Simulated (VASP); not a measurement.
Input of a VASP 6.6.1 run:

POSCAR

```
NaF
1.0
    0.0000000000      2.2971680881      2.2971680881
    2.2971680881      0.0000000000      2.2971680881
    2.2971680881      2.2971680881      0.0000000000
Na F
1 1
Direct
    0.0000000000      0.0000000000      0.0000000000
    0.5000000000      0.5000000000      0.5000000000
```

The input INCAR.step1:

```
SYSTEM = NaF
PREC = Accurate ; ENCUT = 520
EDIFF = 1E-5 ; ISMEAR = 0
SIGMA = 0.01 ; LREAL = .FALSE.
LASPH = .TRUE. ; NELM = 60
ALGO = Normal ; ISIF = 2
LWAVE = .TRUE. ; GGA = PE
NBANDS = 14
```

File INCAR.step2:

```
SYSTEM = NaF
PREC = Accurate ; ENCUT = 520
EDIFF = 1E-6 ; ISMEAR = 0
SIGMA = 0.01 ; LREAL = .FALSE.
LASPH = .TRUE. ; NELM = 60
ALGO = Normal ; ISIF = 2
LWAVE = .FALSE. ; LCHARG = .TRUE.
GGA = PE ; LHFCALC = .TRUE.
AEXX = 0.1 ; HFSCREEN = 0.3
PRECFOCK = Normal ; LELF = .TRUE.
LVHAR = .TRUE. ; ISTART = 1
NBANDS = 14
```

KPOINTS

```
regular mesh
0
G
  4 4 4
  0 0 0
```

Potentials or basis: VASP PAW PBE potentials, release 64 (Na_pv, F).

The run is started by

```bash
$ cat potpaw_PBE.64/Na_pv/POTCAR potpaw_PBE.64/F/POTCAR > POTCAR
$ cp INCAR.step1 INCAR
$ mpirun -np 1 vasp_std > vasp.out
$ cp INCAR.step2 INCAR
$ mpirun -np 1 vasp_std > vasp.out
```

(1) Predict the pressure.

(2) Estimate the band gap on the k mesh.

Results:

(1) 2.8 GPa.

(2) 7.19 eV, direct.

Caveat: the k points lie up to 0.59 Å⁻¹ apart; the PAW data sets were made with another functional, which shifts forces and pressure a little.
